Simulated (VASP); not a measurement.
# C (Fd-3m) in VASP: single point with PBE

Aim: the single point of C with PBE.

Program: VASP 6.6.1. These are calculated values, not measurements. Logs are shortened: lines on timing, memory, paths and dates and some standing lists are left out, and cuts for length are marked.

## Step 1: The cell of the first run

The structure is cubic, space group Fd-3m (No. 227). The conventional cell has a = 3.572 Å, b = 3.572 Å, c = 3.572 Å, α = 90.00°, β = 90.00°, γ = 90.00°. Within 2.1 Å of C (site symmetry -43m) lie 4 C at 1.55 Å.

## Step 2: Single point, PBE

Input file INCAR:

```
SYSTEM = C
PREC     = Accurate       ! precision mode
ENCUT    = 600            ! plane-wave cutoff, eV
EDIFF    = 1E-6           ! SCF threshold, eV
ISMEAR   = 0              ! smearing method
SIGMA    = 0.02           ! smearing width, eV
LREAL    = .FALSE.        ! projectors in reciprocal space
LASPH    = .TRUE.         ! aspherical terms in the spheres
NELM     = 120            ! most SCF steps
ALGO     = Normal         ! electronic algorithm
ISIF     = 2              ! what is computed and relaxed
LWAVE    = .FALSE.        ! write WAVECAR
LCHARG   = .TRUE.         ! write CHGCAR
GGA      = PE             ! functional
LELF     = .TRUE.         ! ELF
LVHAR    = .TRUE.       
NBANDS   = 11             ! bands
GGA_COMPAT= .FALSE.
```

Input file KPOINTS:

```
regular mesh
0
G
  12 12 12
  0 0 0
```

Input file POSCAR:

```
C
1.0
    0.0000000000      1.7858396210      1.7858396210
    1.7858396210      0.0000000000      1.7858396210
    1.7858396210      1.7858396210      0.0000000000
C
2
Direct
    0.0000000000      0.0000000000      0.0000000000
    0.2500000000      0.2500000000      0.2500000000
```

Potentials or basis: VASP PAW PBE potentials, release 64 (C).

The run is started by

```bash
> cat potpaw_PBE.64/C/POTCAR > POTCAR
> mpirun -np 1 vasp_std > vasp.out
```

OUTCAR:

```text
SYSTEM = C
   PREC = Accurate
   ENCUT = 600
   EDIFF = 1E-6
   ISMEAR = 0
   LREAL = .FALSE.
   LASPH = .TRUE.
   NELM = 120
   ISIF = 2
   GGA = PE

 ion  position               nearest neighbor table
   1  0.000  0.000  0.000-   2 1.55   2 1.55   2 1.55   2 1.55
   2  0.250  0.250  0.250-   1 1.55   1 1.55   1 1.55   1 1.55

  LATTYP: Found a face centered cubic cell.
 ALAT       =     3.5716792420

  Lattice vectors:

 A1 = (   0.0000000000,   1.7858396210,   1.7858396210)
 A2 = (   1.7858396210,   0.0000000000,   1.7858396210)
 A3 = (   1.7858396210,   1.7858396210,   0.0000000000)

Analysis of symmetry for initial positions (statically):
=====================================================================
 Subroutine PRICEL returns:
 Original cell was already a primitive cell.

 Routine SETGRP: Setting up the symmetry group for a
 face centered cubic supercell.

 Subroutine GETGRP returns: Found 48 space group operations
 (whereof 24 operations were pure point group operations)
 out of a pool of 48 trial point group operations.

The static configuration has the point symmetry T_d .
 The point group associated with its full space group is O_h .

Analysis of symmetry for dynamics (positions and initial velocities):
=====================================================================
 Subroutine PRICEL returns:
 Original cell was already a primitive cell.

 Routine SETGRP: Setting up the symmetry group for a
 face centered cubic supercell.

 Subroutine GETGRP returns: Found 48 space group operations
 (whereof 24 operations were pure point group operations)
 out of a pool of 48 trial point group operations.

The dynamic configuration has the point symmetry T_d .
 The point group associated with its full space group is O_h .

 Subroutine INISYM returns: Found 48 space group operations
 (whereof 24 operations are pure point group operations),
 and found     1 'primitive' translations

----------------------------------------------------------------------------------------

                                     Primitive cell

  volume of cell :      11.3909

  direct lattice vectors                    reciprocal lattice vectors
     0.000000000  1.785839621  1.785839621    -0.279980349  0.279980349  0.279980349
     1.785839621  0.000000000  1.785839621     0.279980349 -0.279980349  0.279980349
     1.785839621  1.785839621  0.000000000     0.279980349  0.279980349 -0.279980349

  length of vectors
     2.525558612  2.525558612  2.525558612     0.484940189  0.484940189  0.484940189

  position of ions in fractional coordinates (direct lattice)
     0.000000000  0.000000000  0.000000000
     0.250000000  0.250000000  0.250000000

  ion indices of the primitive-cell ions
   primitive index   ion index
                 1           1
                 2           2

----------------------------------------------------------------------------------------

 KPOINTS: regular mesh

Automatic generation of k-mesh.
 Grid dimensions read from file:
 generate k-points for:   12   12   12

 Generating k-lattice:

  Cartesian coordinates                     Fractional coordinates (reciprocal lattice)
    -0.023331696  0.023331696  0.023331696     0.083333333  0.000000000  0.000000000
     0.023331696 -0.023331696  0.023331696     0.000000000  0.083333333  0.000000000
     0.023331696  0.023331696 -0.023331696     0.000000000  0.000000000  0.083333333

  Length of vectors
     0.040411682  0.040411682  0.040411682

  Shift w.r.t. Gamma in fractional coordinates (k-lattice)
     0.000000000  0.000000000  0.000000000

 Subroutine IBZKPT returns following result:
 ===========================================

 Found     72 irreducible k-points:

 Following reciprocal coordinates:
            Coordinates               Weight
  0.000000  0.000000  0.000000      1.000000
  0.083333  0.000000  0.000000      8.000000
  0.166667  0.000000  0.000000      8.000000
  0.250000  0.000000  0.000000      8.000000
  0.333333  0.000000  0.000000      8.000000
  0.416667  0.000000  0.000000      8.000000
[... 16 lines left out ...]
  0.500000  0.166667  0.000000     24.000000
 -0.416667  0.166667  0.000000     24.000000
 [... further k-points ...]
   k-points           NKPTS =     72   k-points in BZ     NKDIM =     72   number of bands    NBANDS=     11
   number of dos      NEDOS =    301   number of ions     NIONS =      2
   total plane-waves  NPLWV =   8000
   dimension x,y,z NGX =    20 NGY =   20 NGZ =   20
   dimension x,y,z NGXF=    40 NGYF=   40 NGZF=   40
   ions per type =               2
   NGX,Y,Z   is equivalent  to a cutoff of  13.17, 13.17, 13.17 a.u.
   NGXF,Y,Z  is equivalent  to a cutoff of  26.33, 26.33, 26.33 a.u.
 SYSTEM =  C
   PREC   = accura    normal or accurate (medium, high low for compatibility)
   ISTART =      0    job   : 0-new  1-cont  2-samecut
   ICHARG =      2    charge: 1-file 2-atom 10-const
   ISPIN  =      1    spin polarized calculation?
   LNONCOLLINEAR =      F non collinear calculations
   LSORBIT =      F    spin-orbit coupling
   LASPH  =      T    aspherical Exc in radial PAW
   ENCUT  =  600.0 eV  44.10 Ry    6.64 a.u.   5.04  5.04  5.04*2*pi/ulx,y,z
   NELM   =    120;   NELMIN=  2; NELMDL= -5     # of ELM steps
   EDIFF  = 0.1E-05   stopping-criterion for ELM
   LREAL  =      F    real-space projection
   EDIFFG = 0.1E-04   stopping-criterion for IOM
   NSW    =      0    number of steps for IOM
   IBRION =     -1    ionic relax: 0-MD 1-quasi-New 2-CG
   NFREE  =      0    steps in history (QN), initial steepest desc. (CG)
   ISIF   =      2    stress and relaxation
   ISYM   =      2    0-nonsym 1-usesym 2-fastsym
   POTIM  = 0.5000    time-step for ionic-motion
   TEBEG  =    0.0;   TEEND  =   0.0 temperature during run
   PSTRESS=    0.0 pullay stress
   NELECT =       8.0000    total number of electrons
   NUPDOWN=      -1.0000    fix difference up-down
   EMIN   =  10.00;   EMAX   =-10.00  energy-range for DOS
   EFERMI =   0.00;   METHOD = LEGACY
   ISMEAR =     0;   SIGMA  =   0.02  broadening in eV -4-tet -1-fermi 0-gaus
   EFERMI_NEDOS =   21; number of points for ismear=-14 and -15
   IALGO  =     38    algorithm
   IMIX   =      4    mixing-type and parameters
     AMIX     =   0.40;   BMIX     =  1.00
     AMIX_MAG =   1.60;   BMIX_MAG =  1.00
  volume/ion in A,a.u.               =       5.70        38.43
  Fermi-wavevector in a.u.,A,eV,Ry     =   1.455188  2.749906 28.811309  2.117571
  Thomas-Fermi vector in A             =   2.572251
   LORBIT       =      0    0 simple, 1 ext, 2 COOP (PROOUT), +10 PAW based schemes
   GGA     = PE    functional components
   LHFCALC =     F    Hartree Fock is set to
   AEXX    =    0.0000 exact exchange contribution
   IVDW    =     0    specifies the selected vdW correction
   LEPSILON=     F    determine dielectric tensor
   LRPA    =     F    only Hartree local field effects (RPA)
 non-spin polarized calculation
 Gauss-broadening in eV      SIGMA  =   0.02
  energy-cutoff  :      600.00
  volume of cell :       11.39
 maximum number of plane-waves:       392
   NGX =  9   NGY =  9   NGZ =  9

 number of electron       7.9999999 magnetization

 Free energy of the ion-electron system (eV)
  ---------------------------------------------------
  ext. energy  EPLUGINS =         0.00000000
  ---------------------------------------------------
  free energy    TOTEN  =       -18.19049229 eV

  energy without entropy =      -18.19049229  energy(sigma->0) =      -18.19049229

 E-fermi :   9.7718     XC(G=0): -13.2299

 val. band max:        9.6685473971   @ k =   0.0000   0.0000   0.0000
 cond. band min:      13.8126040714   @ k =   0.3333   0.3333   0.0000
 fundamental gap:      4.1440566742
 Fermi energy:         9.7718307713

 k-point     1 :       0.0000    0.0000    0.0000
  band No.  band energies     occupation
      1     -11.7522      2.00000
      2       9.6685      2.00000
      3       9.6685      2.00000
      4       9.6685      2.00000
      5      15.2474      0.00000
      6      15.2474      0.00000
      7      15.2474      0.00000
      8      22.9048      0.00000
      9      28.9106      0.00000
     10      36.1592      0.00000
     11      36.1592      0.00000

 k-point     2 :       0.0833    0.0000    0.0000
  band No.  band energies     occupation
      1     -11.5606      2.00000
      2       8.4465      2.00000
      3       9.3473      2.00000
      4       9.3473      2.00000
      5      15.6682      0.00000
      6      15.6682      0.00000
      7      15.9569      0.00000
      8      23.0724      0.00000
      9      29.2301      0.00000
     10      34.0414      0.00000
     11      34.0414      0.00000

 k-point     3 :       0.1667    0.0000    0.0000
  band No.  band energies     occupation
      1     -10.9877      2.00000
      2       5.9240      2.00000
      3       8.6498      2.00000
      4       8.6498      2.00000
      5      16.5833      0.00000
      6      16.5833      0.00000
      7      17.0355      0.00000
      8      23.5561      0.00000
      9      29.8985      0.00000
     10      32.4502      0.00000
     11      32.4502      0.00000

 k-point     4 :       0.2500    0.0000    0.0000
  band No.  band energies     occupation
      1     -10.0424      2.00000
      2       3.0969      2.00000
      3       7.9300      2.00000
      4       7.9300      2.00000
      5      17.4378      0.00000
      6      17.4378      0.00000
      7      17.7749      0.00000
      8      24.2355      0.00000
      9      30.3250      0.00000
     10      32.0327      0.00000
     11      32.0327      0.00000
[... 239 lines left out ...]
 k-point    22 :       0.4167    0.1667    0.0000
  band No.  band energies     occupation
      1      -7.5939      2.00000
      2      -0.0767      2.00000
      3       5.4108      2.00000
      4       5.6319      2.00000
      5      16.3297      0.00000
      6      20.6276      0.00000
      7      20.7293      0.00000
      8      22.3209      0.00000
      9      30.6877      0.00000
     10      32.0469      0.00000
     11      37.0147      0.00000

 k-point    23 :       0.5000    0.1667    0.0000
  band No.  band energies     occupation
      1      -6.0198      2.00000
      2      -2.3067      2.00000
      3       4.6963      2.00000
      4       5.7186      2.00000
      5      16.7512      0.00000
      6      20.3598      0.00000
      7      20.8415      0.00000
      8      23.9125      0.00000
      9      29.7561      0.00000
     10      33.4038      0.00000
     11      36.2009      0.00000

 k-point    24 :      -0.4167    0.1667    0.0000
  band No.  band energies     occupation
      1      -5.5933      2.00000
      2      -2.8190      2.00000
      3       4.2119      2.00000
      4       6.0952      2.00000
      5      17.1871      0.00000
      6      19.8717      0.00000
      7      20.8195      0.00000
      8      25.0568      0.00000
      9      29.0658      0.00000
     10      33.8087      0.00000
     11      34.1561      0.00000

 [... further k-points ...]
[... 5 lines left out ...]
  --------------------------------------------------------------------------------------
  -------------------------------------------------------------------------------------
  Total       -0.0029789     -0.0029789     -0.0029789     -0.0000000      0.0000000     -0.0000000
  in kB       -0.4189996     -0.4189996     -0.4189996     -0.0000000      0.0000000     -0.0000000
  external PRESSURE =      -0.4189996 kB  Pullay stress =       0.0000000 kB

 VOLUME and BASIS-vectors are now :
 -----------------------------------------------------------------------------
  energy-cutoff  :      600.00
  volume of cell :       11.39
      direct lattice vectors                 reciprocal lattice vectors
     0.000000000  1.785839621  1.785839621    -0.279980349  0.279980349  0.279980349
     1.785839621  0.000000000  1.785839621     0.279980349 -0.279980349  0.279980349
     1.785839621  1.785839621  0.000000000     0.279980349  0.279980349 -0.279980349

 POSITION                                       TOTAL-FORCE (eV/Angst)
 -----------------------------------------------------------------------------------
      0.00000      0.00000      0.00000        -0.000000     -0.000000     -0.000000
      0.89292      0.89292      0.89292         0.000000      0.000000      0.000000
 -----------------------------------------------------------------------------------
    total drift:                                0.000000      0.000000      0.000000

  FREE ENERGIE OF THE ION-ELECTRON SYSTEM (eV)
  ---------------------------------------------------
  free  energy   TOTEN  =       -18.1904922850 eV

  energy  without entropy=      -18.1904922850  energy(sigma->0) =      -18.19049229
```

It took 5.2 s on 1 thread of AMD EPYC 9R45 (Zen 5), shared host; peak memory 0.09 GiB.

Results:

```
Free energy            : -18.1905 eV
Pressure               : 0.0 GPa
Band gap on the k mesh : 4.14 eV, indirect (least direct gap 5.58 eV)
```

A k mesh can miss the band edges. A hybrid or GW would open this gap; PBE tends to underestimate it.
